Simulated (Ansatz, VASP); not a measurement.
# One calculation of ScGa2N3, two programs

```
Sc Ga N
1.0
     3.35000    0.00000    0.00000
    -1.67500    2.90119    0.00000
     0.00000    0.00000    8.10000
Sc Ga N
1 2 3
Direct
  0.00000 0.00000 0.00000
  0.66667 0.33333 0.66670
  0.33333 0.66667 0.33330
  0.66667 0.33333 0.91670
  0.00000 0.00000 0.25000
  0.33333 0.66667 0.58330
```

Alike in both runs: task relaxation of cell and atoms; functional PBE; k mesh 4 × 4 × 2; occupations gaussian, width 0.15 eV; no spin polarisation.

|  | VASP | Ansatz |
| --- | --- | --- |
| version | VASP 6.6.1 | Ansatz 0.2.0 |
| potentials or method | VASP PAW PBE potentials, release 64 (Sc_sv, Ga_d, N), cutoff 600 eV | scalar-relativistic, plane waves, PAW |
| valence electrons in the cell | 52 | 52 |

Ansatz gave:

| Quantity | Value |
| --- | --- |
| gap on the k mesh at the Fermi level, each at its own relaxed structure (eV) | 1.86 |
| relaxed volume (Å³/atom) | 12.72 |
| relaxed cell length with the largest relative difference (Å) | 3.298 |

Task: What did VASP give for the same quantities?

Result: gap on the k mesh at the Fermi level, each at its own relaxed structure (eV): 1.86; relaxed volume (Å³/atom): 12.73; relaxed cell length with the largest relative difference (Å): 3.301.

The k mesh is coarse, so the values compare programs but aren't converged.
